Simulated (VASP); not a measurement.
## Nb: single point with PBEsol

Nb:

```
CELL_PARAMETERS angstrom
3.27499 0.00000 0.00000
0.00000 3.27499 0.00000
0.00000 0.00000 3.27499
ATOMIC_POSITIONS crystal
Nb 0.00000 0.00000 0.00000
Nb 0.50000 0.50000 0.50000
```

```
Program             : VASP 6.6.1
Task                : single point
Functional          : PBEsol
Potentials or basis : VASP PAW PBE potentials, release 64 (Nb_sv)
Cutoff              : 520 eV
k mesh              : 7 × 7 × 7
Occupations         : fermi-dirac, width 0.05 eV
Spin                : no spin polarisation
```

- Pressure: -0.3 GPa
- Band gap on the k mesh: zero (band 13 reaches 12.83 eV, above the bottom of band 14 at 10.15 eV)

Levels at points of the mesh, in eV from the Fermi level:
| k point | band 10 | band 11 | band 12 | band 13 | band 14 | band 15 | band 16 | band 17 |
| --- | --- | --- | --- | --- | --- | --- | --- | --- |
| (0.00, 0.00, 0.00) | -3.87 | -3.87 | 0.37 | 0.37 | 0.37 | 3.37 | 3.37 | 5.82 |

Run time: 11 s on 1 thread of Intel(R) Xeon(R) Platinum 8488C (Sapphire Rapids), with other jobs on the host, peak memory 0.14 GiB.

Caveat: the PAW data sets were made with another functional, which shifts forces and pressure a little.
